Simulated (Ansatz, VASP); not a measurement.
## Two plane-wave programs on W

```
CELL_PARAMETERS angstrom
-1.46952 1.46952 1.72508
1.46952 -1.46952 1.72508
1.46952 1.46952 -1.72508
ATOMIC_POSITIONS crystal
W 0.00000 0.00000 0.00000
```

Change from the starting cell: strain -0.080 along x and y, +0.080 along z, atoms carried along.

Alike in both runs: task single point; functional PBE; k mesh 20 × 20 × 20; occupations gaussian, width 0.15 eV; no spin polarisation.

```csv
,VASP,Ansatz
version,VASP 6.6.1,Ansatz 0.2.0
potentials or method,"VASP PAW PBE potentials, release 64 (W_sv), cutoff 520 eV","scalar-relativistic, plane waves, PAW"
valence electrons in the cell,14,14
```

```csv
,VASP,Ansatz,Ansatz less VASP
gap on the k mesh at the Fermi level (eV),none,none,-
pressure (GPa),32.8,31.9,-0.90
"traceless stress, the component that is largest in VASP (GPa)",-25.07,-25.06,+0.015
```

A gap of «none» marks a metal or a gap that the smearing closes. Both programs put the cell under a high pressure, so it lies far from rest at this level. The functional is the same, so the differences come from potentials, cutoffs and numerics.

Spin-orbit coupling is off throughout.
